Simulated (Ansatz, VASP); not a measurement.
**Two plane-wave programs on Ge**

File INCAR:

```
PREC     = Accurate       # precision mode
ENCUT    = 600            # plane-wave cutoff, eV
EDIFF    = 1E-6           # SCF threshold, eV
ISMEAR   = 0              # smearing method
SIGMA    = 0.1            # smearing width, eV
LREAL    = False          # projectors in reciprocal space
LASPH    = True           # aspherical terms in the spheres
NELM     = 60             # most SCF steps
ALGO     = Normal         # electronic algorithm
ISIF     = 3              # what is computed and relaxed
LWAVE    = False          # write WAVECAR
LCHARG   = False          # write CHGCAR
GGA      = PE             # functional
IBRION   = 2              # ionic algorithm
NSW      = 100            # ionic steps
EDIFFG   = -0.01          # ionic threshold
```

The input KPOINTS:

```
regular mesh
0
Gamma
  20 20 20
```

POSCAR

```
Ge
1.0
    2.7513208047      0.0000000000      0.0000000000
    0.0000000000      2.7513208047      0.0000000000
    0.0000000000      0.0000000000      2.6449540389
Ge
1
Direct
    0.0000000000      0.0000000000      0.0000000000
```

Input for Ansatz:

```yaml
crystal:
  lattice:
    - [2.7513208047, 0.0, 0.0]
    - [0.0, 2.7513208047, 0.0]
    - [0.0, 0.0, 2.6449540389]
  atoms:
    - { symbol: Ge, position: [0.0, 0.0, 0.0] }
basis:
  ecutwfc: 420
kpoints:
  mp_grid: { grid: [20, 20, 20] }
hamiltonian:
  xc: pbe
scf:
  occupations: { method: gaussian, width: 0.1 }
output:
  forces: true
  stress: true
  eigenvalues: true
relax:
  adjacent_minimum: "off"
  f_tol: 0.01
  max_steps: 80
  cell: { stress_tol: 0.05 }
```

Alike in both runs: task relaxation of cell and atoms; functional PBE; k mesh 20 × 20 × 20; occupations gaussian, width 0.1 eV; no spin polarisation.

|  | VASP | Ansatz |
| --- | --- | --- |
| version | VASP 6.6.1 | Ansatz 0.2.0 |
| potentials or method | VASP PAW PBE potentials, release 64 (Ge_d), cutoff 600 eV | scalar-relativistic, plane waves, PAW |
| valence electrons in the cell | 14 | 14 |

Ansatz gave:

| Item | Value |
| --- | --- |
| gap on the k mesh at the Fermi level, each at its own relaxed structure (eV) | none |
| relaxed volume (Å³/atom) | 19.93 |
| relaxed length of the cell vector where the two differ most in proportion (Å) | 2.711 |

Problem. Which values does VASP return?

Solution. gap on the k mesh at the Fermi level, each at its own relaxed structure (eV): none; relaxed volume (Å³/atom): 19.94; relaxed length of the cell vector where the two differ most in proportion (Å): 2.712.

A gap of «none» marks a metal or a gap that the smearing closes.
